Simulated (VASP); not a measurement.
# GaP (F-43m) in VASP: a series of runs, part 2 of 3

VASP 6.6.1.

## Step 3: Single point, PBE

This run uses another cell than the first one, of 18.62 Å³/atom, 1.045 times its volume.

The input, INCAR:

```
ALGO     = Normal         # electronic algorithm
EDIFF    = 1E-6           # SCF threshold, eV
ENCUT    = 520            # plane-wave cutoff, eV
GGA      = PE             # functional
ISIF     = 2              # what is computed and relaxed
ISMEAR   = 0              # smearing method
LASPH    = True           # aspherical terms in the spheres
LCHARG   = False          # write CHGCAR
LREAL    = False          # projectors in reciprocal space
LWAVE    = False          # write WAVECAR
NBANDS   = 16             # bands
NELM     = 80             # most SCF steps
PREC     = Accurate       # precision mode
SIGMA    = 0.01           # smearing width, eV
```

The input, KPOINTS:

```
k-points
0
Gamma
  6 6 6
```

The input, POSCAR:

```
GaP
1.0
    0.0000000000      2.6505476987      2.6505476987
    2.6505476987      0.0000000000      2.6505476987
    2.6505476987      2.6505476987      0.0000000000
Ga P
1 1
Direct
    0.0000000000      0.0000000000      0.0000000000
    0.2500000000      0.2500000000      0.2500000000
```

Potentials or basis: VASP PAW PBE potentials, release 64 (Ga_d, P).

Run with:

```sh
$ cat potpaw_PBE.64/Ga_d/POTCAR potpaw_PBE.64/P/POTCAR > POTCAR
$ mpirun -np 1 vasp_std > vasp.out
```

OUTCAR:

```text
EDIFF = 1E-6
   ENCUT = 520
   GGA = PE
   ISIF = 2
   ISMEAR = 0
   LASPH = True
   LREAL = False
   NELM = 80
   PREC = Accurate

 ion  position               nearest neighbor table
   1  0.000  0.000  0.000-   2 2.30   2 2.30   2 2.30   2 2.30
   2  0.250  0.250  0.250-   1 2.30   1 2.30   1 2.30   1 2.30

  LATTYP: Found a face centered cubic cell.
 ALAT       =     5.3010953974

  Lattice vectors:

 A1 = (   0.0000000000,   2.6505476987,   2.6505476987)
 A2 = (   2.6505476987,   0.0000000000,   2.6505476987)
 A3 = (   2.6505476987,   2.6505476987,   0.0000000000)

Analysis of symmetry for initial positions (statically):
[... 5 lines left out ...]
 face centered cubic supercell.

 Subroutine GETGRP returns: Found 24 space group operations
 (whereof 24 operations were pure point group operations)
 out of a pool of 48 trial point group operations.

The static configuration has the point symmetry T_d .

Analysis of symmetry for dynamics (positions and initial velocities):
[... 5 lines left out ...]
 face centered cubic supercell.

 Subroutine GETGRP returns: Found 24 space group operations
 (whereof 24 operations were pure point group operations)
 out of a pool of 48 trial point group operations.

The dynamic configuration has the point symmetry T_d .

 Subroutine INISYM returns: Found 24 space group operations
 (whereof 24 operations are pure point group operations),
 and found     1 'primitive' translations

----------------------------------------------------------------------------------------

                                     Primitive cell

  volume of cell :      37.2423

  direct lattice vectors                    reciprocal lattice vectors
     0.000000000  2.650547699  2.650547699    -0.188640257  0.188640257  0.188640257
     2.650547699  0.000000000  2.650547699     0.188640257 -0.188640257  0.188640257
     2.650547699  2.650547699  0.000000000     0.188640257  0.188640257 -0.188640257

  length of vectors
     3.748440503  3.748440503  3.748440503     0.326734510  0.326734510  0.326734510

  position of ions in fractional coordinates (direct lattice)
     0.000000000  0.000000000  0.000000000
     0.250000000  0.250000000  0.250000000

  ion indices of the primitive-cell ions
   primitive index   ion index
                 1           1
                 2           2

----------------------------------------------------------------------------------------

 KPOINTS: k-points

Automatic generation of k-mesh.
 Grid dimensions read from file:
 generate k-points for:    6    6    6

 Generating k-lattice:

  Cartesian coordinates                     Fractional coordinates (reciprocal lattice)
    -0.031440043  0.031440043  0.031440043     0.166666667  0.000000000  0.000000000
     0.031440043 -0.031440043  0.031440043     0.000000000  0.166666667  0.000000000
     0.031440043  0.031440043 -0.031440043     0.000000000  0.000000000  0.166666667

  Length of vectors
     0.054455752  0.054455752  0.054455752

  Shift w.r.t. Gamma in fractional coordinates (k-lattice)
     0.000000000  0.000000000  0.000000000

 Subroutine IBZKPT returns following result:
 ===========================================

 Found     16 irreducible k-points:

 Following reciprocal coordinates:
[... 6 lines left out ...]
  0.333333  0.166667  0.000000     24.000000
[... 8 lines left out ...]
 -0.333333  0.333333  0.166667     24.000000
 -0.333333  0.500000  0.166667     12.000000
   k-points           NKPTS =     16   k-points in BZ     NKDIM =     16   number of bands    NBANDS=     16
   number of dos      NEDOS =    301   number of ions     NIONS =      2
   total plane-waves  NPLWV =  21952
   dimension x,y,z NGX =    28 NGY =   28 NGZ =   28
   dimension x,y,z NGXF=    56 NGYF=   56 NGZF=   56
   ions per type =               1   1
   NGX,Y,Z   is equivalent  to a cutoff of  12.42, 12.42, 12.42 a.u.
   NGXF,Y,Z  is equivalent  to a cutoff of  24.84, 24.84, 24.84 a.u.
 SYSTEM =  unknown system
   PREC   = accura    normal or accurate (medium, high low for compatibility)
   ISTART =      0    job   : 0-new  1-cont  2-samecut
   ICHARG =      2    charge: 1-file 2-atom 10-const
   ISPIN  =      1    spin polarized calculation?
   LNONCOLLINEAR =      F non collinear calculations
   LSORBIT =      F    spin-orbit coupling
   LASPH  =      T    aspherical Exc in radial PAW
   ENCUT  =  520.0 eV  38.22 Ry    6.18 a.u.   6.97  6.97  6.97*2*pi/ulx,y,z
   NELM   =     80;   NELMIN=  2; NELMDL= -5     # of ELM steps
   EDIFF  = 0.1E-05   stopping-criterion for ELM
   LREAL  =      F    real-space projection
   EDIFFG = 0.1E-04   stopping-criterion for IOM
   NSW    =      0    number of steps for IOM
   IBRION =     -1    ionic relax: 0-MD 1-quasi-New 2-CG
   NFREE  =      0    steps in history (QN), initial steepest desc. (CG)
   ISIF   =      2    stress and relaxation
   ISYM   =      2    0-nonsym 1-usesym 2-fastsym
   POTIM  = 0.5000    time-step for ionic-motion
   TEBEG  =    0.0;   TEEND  =   0.0 temperature during run
   PSTRESS=    0.0 pullay stress
   NELECT =      18.0000    total number of electrons
   NUPDOWN=      -1.0000    fix difference up-down
   EMIN   =  10.00;   EMAX   =-10.00  energy-range for DOS
   EFERMI =   0.00;   METHOD = LEGACY
   ISMEAR =     0;   SIGMA  =   0.01  broadening in eV -4-tet -1-fermi 0-gaus
   EFERMI_NEDOS =   21; number of points for ismear=-14 and -15
   IALGO  =     38    algorithm
   IMIX   =      4    mixing-type and parameters
     AMIX     =   0.40;   BMIX     =  1.00
     AMIX_MAG =   1.60;   BMIX_MAG =  1.00
  volume/ion in A,a.u.               =      18.62       125.66
  Fermi-wavevector in a.u.,A,eV,Ry     =   1.284754  2.427833 22.457686  1.650593
  Thomas-Fermi vector in A             =   2.416929
   LORBIT       =      0    0 simple, 1 ext, 2 COOP (PROOUT), +10 PAW based schemes
   GGA     = PE    functional components
   LHFCALC =     F    Hartree Fock is set to
   AEXX    =    0.0000 exact exchange contribution
   IVDW    =     0    specifies the selected vdW correction
   LEPSILON=     F    determine dielectric tensor
   LRPA    =     F    only Hartree local field effects (RPA)
 non-spin polarized calculation
 Gauss-broadening in eV      SIGMA  =   0.01
  energy-cutoff  :      520.00
  volume of cell :       37.24
 maximum number of plane-waves:      1018
   NGX = 13   NGY = 13   NGZ = 13

 number of electron      17.9999987 magnetization

 Free energy of the ion-electron system (eV)
  ---------------------------------------------------
  ext. energy  EPLUGINS =         0.00000000
  ---------------------------------------------------
  free energy    TOTEN  =        -8.96943926 eV

  energy without entropy =       -8.96943926  energy(sigma->0) =       -8.96943926

 E-fermi :   5.6022     XC(G=0): -10.2153

 val. band max:        5.5509100840   @ k =   0.0000   0.0000   0.0000
 cond. band min:       7.0133895709   @ k =   0.5000   0.5000   0.0000
 fundamental gap:      1.4624794869
 Fermi energy:         5.6021674317

 k-point     1 :       0.0000    0.0000    0.0000
  band No.  band energies     occupation
      1      -9.1755      2.00000
      2      -9.1755      2.00000
      3      -9.1755      2.00000
      4      -9.0477      2.00000
      5      -9.0477      2.00000
      6      -7.6028      2.00000
[... 8 lines left out ...]
     15      15.4444      0.00000
     16      15.4444      0.00000

 k-point     2 :       0.1667    0.0000    0.0000
  band No.  band energies     occupation
      1      -9.2103      2.00000
      2      -9.1653      2.00000
      3      -9.1653      2.00000
      4      -9.0476      2.00000
      5      -9.0476      2.00000
      6      -7.2036      2.00000
[... 8 lines left out ...]
     15      14.5633      0.00000
     16      15.9623      0.00000

 k-point     3 :       0.3333    0.0000    0.0000
  band No.  band energies     occupation
      1      -9.2658      2.00000
      2      -9.1490      2.00000
      3      -9.1490      2.00000
      4      -9.0430      2.00000
      5      -9.0430      2.00000
      6      -6.1394      2.00000
[... 8 lines left out ...]
     15      15.3348      0.00000
     16      15.5532      0.00000
[... 210 lines left out ...]
 k-point    15 :      -0.3333    0.3333    0.1667
  band No.  band energies     occupation
      1      -9.3000      2.00000
      2      -9.1308      2.00000
      3      -9.1077      2.00000
      4      -9.0629      2.00000
      5      -9.0379      2.00000
      6      -4.4950      2.00000
[... 8 lines left out ...]
     15      18.5387      0.00000
     16      18.8522      0.00000

 k-point    16 :      -0.3333    0.5000    0.1667
  band No.  band energies     occupation
      1      -9.3126      2.00000
      2      -9.1155      2.00000
      3      -9.0987      2.00000
      4      -9.0753      2.00000
      5      -9.0306      2.00000
      6      -4.1377      2.00000
[... 8 lines left out ...]
     15      17.8583      0.00000
     16      19.7181      0.00000

------------------------ aborting loop because EDIFF is reached ----------------------------------------

  FORCE on cell =-STRESS in cart. coord.  units (eV):
  Direction    XX          YY          ZZ          XY          YZ          ZX
  --------------------------------------------------------------------------------------
  -------------------------------------------------------------------------------------
  Total        2.5995919      2.5995919      2.5995919     -0.0000000      0.0000000     -0.0000000
  in kB      111.8352944    111.8352944    111.8352944     -0.0000000      0.0000000     -0.0000000
  external PRESSURE =     111.8352944 kB  Pullay stress =       0.0000000 kB

 VOLUME and BASIS-vectors are now :
 -----------------------------------------------------------------------------
  energy-cutoff  :      520.00
  volume of cell :       37.24
      direct lattice vectors                 reciprocal lattice vectors
     0.000000000  2.650547699  2.650547699    -0.188640257  0.188640257  0.188640257
     2.650547699  0.000000000  2.650547699     0.188640257 -0.188640257  0.188640257
     2.650547699  2.650547699  0.000000000     0.188640257  0.188640257 -0.188640257

 POSITION                                       TOTAL-FORCE (eV/Angst)
 -----------------------------------------------------------------------------------
      0.00000      0.00000      0.00000         0.000000      0.000000      0.000000
      1.32527      1.32527      1.32527        -0.000000     -0.000000     -0.000000
 -----------------------------------------------------------------------------------
    total drift:                                0.000002      0.000002      0.000002

  FREE ENERGIE OF THE ION-ELECTRON SYSTEM (eV)
  ---------------------------------------------------
  free  energy   TOTEN  =        -8.9694392554 eV

  energy  without entropy=       -8.9694392554  energy(sigma->0) =       -8.96943926
```

Run time: 5.4 s. Hardware: 1 thread of AMD EPYC 9R45 (Zen 5), shared host; peak memory 0.12 GiB.

Results:

```
Free energy            : -8.9694 eV
Pressure               : 11.2 GPa
Band gap on the k mesh : 1.46 eV, indirect (least direct gap 2.53 eV)
```

A k mesh can miss the band edges. Expect the measured gap to be larger: semilocal functionals such as PBE lack the derivative discontinuity.

## Step 4: Single point, PBE

This run uses another cell than the first one, of 21.05 Å³/atom, 1.182 times its volume.

The input, INCAR:

```
PREC     = Accurate       # precision mode
ENCUT    = 520            # plane-wave cutoff, eV
EDIFF    = 1E-6           # SCF threshold, eV
ISMEAR   = 0              # smearing method
SIGMA    = 0.01           # smearing width, eV
LREAL    = False          # projectors in reciprocal space
LASPH    = True           # aspherical terms in the spheres
NELM     = 100            # most SCF steps
ALGO     = Normal         # electronic algorithm
ISIF     = 2              # what is computed and relaxed
LWAVE    = False          # write WAVECAR
LCHARG   = True           # write CHGCAR
GGA      = PE             # functional
LELF     = True           # ELF
LVHAR    = True         
NBANDS   = 16             # bands
```

The input, KPOINTS:

```
regular mesh
0
Gamma
  6 6 6
```

The input, POSCAR:

```
GaP
1.0
    0.0000000000      2.7611126653      2.7611126653
    2.7611126653      0.0000000000      2.7611126653
    2.7611126653      2.7611126653      0.0000000000
Ga P
1 1
Direct
    0.0000000000      0.0000000000      0.0000000000
    0.2500000000      0.2500000000      0.2500000000
```

Potentials or basis: VASP PAW PBE potentials, release 64 (Ga_d, P).

Run with:

```sh
$ cat potpaw_PBE.64/Ga_d/POTCAR potpaw_PBE.64/P/POTCAR > POTCAR
$ mpirun -np 1 vasp_std > vasp.out
```

OUTCAR:

```text
PREC = Accurate
   ENCUT = 520
   EDIFF = 1E-6
   ISMEAR = 0
   LREAL = False
   LASPH = True
   NELM = 100
   ISIF = 2
   GGA = PE

 ion  position               nearest neighbor table
   1  0.000  0.000  0.000-   2 2.39   2 2.39   2 2.39   2 2.39
   2  0.250  0.250  0.250-   1 2.39   1 2.39   1 2.39   1 2.39

  LATTYP: Found a face centered cubic cell.
 ALAT       =     5.5222253306

  Lattice vectors:

 A1 = (   0.0000000000,   2.7611126653,   2.7611126653)
 A2 = (   2.7611126653,   0.0000000000,   2.7611126653)
 A3 = (   2.7611126653,   2.7611126653,   0.0000000000)

Analysis of symmetry for initial positions (statically):
[... 5 lines left out ...]
 face centered cubic supercell.

 Subroutine GETGRP returns: Found 24 space group operations
 (whereof 24 operations were pure point group operations)
 out of a pool of 48 trial point group operations.

The static configuration has the point symmetry T_d .

Analysis of symmetry for dynamics (positions and initial velocities):
[... 5 lines left out ...]
 face centered cubic supercell.

 Subroutine GETGRP returns: Found 24 space group operations
 (whereof 24 operations were pure point group operations)
 out of a pool of 48 trial point group operations.

The dynamic configuration has the point symmetry T_d .

 Subroutine INISYM returns: Found 24 space group operations
 (whereof 24 operations are pure point group operations),
 and found     1 'primitive' translations

----------------------------------------------------------------------------------------

                                     Primitive cell

  volume of cell :      42.1000

  direct lattice vectors                    reciprocal lattice vectors
     0.000000000  2.761112665  2.761112665    -0.181086417  0.181086417  0.181086417
     2.761112665  0.000000000  2.761112665     0.181086417 -0.181086417  0.181086417
[... 90 lines left out ...]
   EFERMI =   0.00;   METHOD = LEGACY
   ISMEAR =     0;   SIGMA  =   0.01  broadening in eV -4-tet -1-fermi 0-gaus
   EFERMI_NEDOS =   21; number of points for ismear=-14 and -15
   IALGO  =     38    algorithm
   IMIX   =      4    mixing-type and parameters
     AMIX     =   0.40;   BMIX     =  1.00
     AMIX_MAG =   1.60;   BMIX_MAG =  1.00
  volume/ion in A,a.u.               =      21.05       142.05
  Fermi-wavevector in a.u.,A,eV,Ry     =   1.233308  2.330614 20.695122  1.521049
  Thomas-Fermi vector in A             =   2.368043
   LORBIT       =      0    0 simple, 1 ext, 2 COOP (PROOUT), +10 PAW based schemes
   GGA     = PE    functional components
   LHFCALC =     F    Hartree Fock is set to
   AEXX    =    0.0000 exact exchange contribution
   IVDW    =     0    specifies the selected vdW correction
   LEPSILON=     F    determine dielectric tensor
   LRPA    =     F    only Hartree local field effects (RPA)
 non-spin polarized calculation
 Gauss-broadening in eV      SIGMA  =   0.01
  energy-cutoff  :      520.00
  volume of cell :       42.10
 maximum number of plane-waves:      1158
 NGX is ok and might be reduce to    30
   NGX = 15   NGY = 15   NGZ = 15

 number of electron      18.0000007 magnetization

 Free energy of the ion-electron system (eV)
  ---------------------------------------------------
  ext. energy  EPLUGINS =         0.00000000
  ---------------------------------------------------
  free energy    TOTEN  =        -9.11129399 eV

  energy without entropy =       -9.11129399  energy(sigma->0) =       -9.11129399

 E-fermi :   4.3777     XC(G=0):  -9.6525

 val. band max:        4.2667568950   @ k =   0.0000   0.0000   0.0000
 cond. band min:       5.7690035957   @ k =   0.0000   0.0000   0.0000
 fundamental gap:      1.5022467008
 Fermi energy:         4.3777477426

 k-point     1 :       0.0000    0.0000    0.0000
  band No.  band energies     occupation
      1     -10.2310      2.00000
      2     -10.2310      2.00000
      3     -10.2310      2.00000
      4     -10.1429      2.00000
      5     -10.1429      2.00000
      6      -7.9381      2.00000
[... 281 lines left out ...]
      3     -10.1779      2.00000
      4     -10.1606      2.00000
      5     -10.1313      2.00000
      6      -5.0908      2.00000
[... 8 lines left out ...]
     15      15.9912      0.00000
     16      17.6195      0.00000

------------------------ aborting loop because EDIFF is reached ----------------------------------------

  FORCE on cell =-STRESS in cart. coord.  units (eV):
  Direction    XX          YY          ZZ          XY          YZ          ZX
  --------------------------------------------------------------------------------------
  -------------------------------------------------------------------------------------
  Total       -0.1875475     -0.1875475     -0.1875475      0.0000000      0.0000000      0.0000000
  in kB       -7.1373898     -7.1373898     -7.1373898      0.0000000      0.0000000      0.0000000
  external PRESSURE =      -7.1373898 kB  Pullay stress =       0.0000000 kB

 VOLUME and BASIS-vectors are now :
 -----------------------------------------------------------------------------
  energy-cutoff  :      520.00
  volume of cell :       42.10
      direct lattice vectors                 reciprocal lattice vectors
     0.000000000  2.761112665  2.761112665    -0.181086417  0.181086417  0.181086417
     2.761112665  0.000000000  2.761112665     0.181086417 -0.181086417  0.181086417
     2.761112665  2.761112665  0.000000000     0.181086417  0.181086417 -0.181086417

 POSITION                                       TOTAL-FORCE (eV/Angst)
 -----------------------------------------------------------------------------------
      0.00000      0.00000      0.00000        -0.000000     -0.000000     -0.000000
      1.38056      1.38056      1.38056         0.000000      0.000000      0.000000
 -----------------------------------------------------------------------------------
    total drift:                                0.000002      0.000002      0.000002

  FREE ENERGIE OF THE ION-ELECTRON SYSTEM (eV)
  ---------------------------------------------------
  free  energy   TOTEN  =        -9.1112939861 eV

  energy  without entropy=       -9.1112939861  energy(sigma->0) =       -9.11129399
```

OSZICAR:

```text
N       E                     dE             d eps       ncg     rms          rms(c)
DAV:   1     0.813052799018E+02    0.81305E+02   -0.90359E+03   536   0.162E+03
DAV:   2    -0.293870004529E+01   -0.84244E+02   -0.80728E+02   600   0.315E+02
DAV:   3    -0.926504143479E+01   -0.63263E+01   -0.63085E+01   640   0.660E+01
DAV:   4    -0.937142571851E+01   -0.10638E+00   -0.10636E+00   664   0.925E+00
DAV:   5    -0.937354477935E+01   -0.21191E-02   -0.21190E-02   640   0.118E+00    0.407E+00
DAV:   6    -0.913484535809E+01    0.23870E+00   -0.37869E-01   800   0.101E+01    0.268E+00
DAV:   7    -0.911028658348E+01    0.24559E-01   -0.90020E-02   648   0.195E+00    0.108E+00
DAV:   8    -0.911071368950E+01   -0.42711E-03   -0.13170E-02   600   0.138E+00    0.172E-01
DAV:   9    -0.911113717024E+01   -0.42348E-03   -0.13314E-03   608   0.515E-01    0.833E-02
DAV:  10    -0.911121799684E+01   -0.80827E-04   -0.11672E-04   768   0.111E-01    0.424E-02
DAV:  11    -0.911129444588E+01   -0.76449E-04   -0.10704E-04   552   0.877E-02    0.529E-03
DAV:  12    -0.911129398609E+01    0.45980E-06   -0.31751E-06   640   0.230E-02
   1 F= -.91112940E+01 E0= -.91112940E+01  d E =-.247210E-57
```

stdout:

```text
POSCAR found type information on POSCAR GaP
 POSCAR found :  2 types and       2 ions
 scaLAPACK will be used
 LDA part: xc-table for (Slater+PW92), standard interpolation
 POSCAR, INCAR and KPOINTS ok, starting setup
 FFT: planning ... GRIDC
 FFT: planning ... GRID_SOFT
 FFT: planning ... GRID
 WAVECAR not read
 entering main loop
```

Wall time 6.9 s (1 thread of AMD EPYC 9R45 (Zen 5), shared host); peak memory 0.14 GiB.

Results:

```yaml
Free_energy: -9.1113 eV
Pressure: -0.7 GPa
Band_gap_on_the_k_mesh: 1.50 eV, direct
```

(Continued in part 3 of 3.)
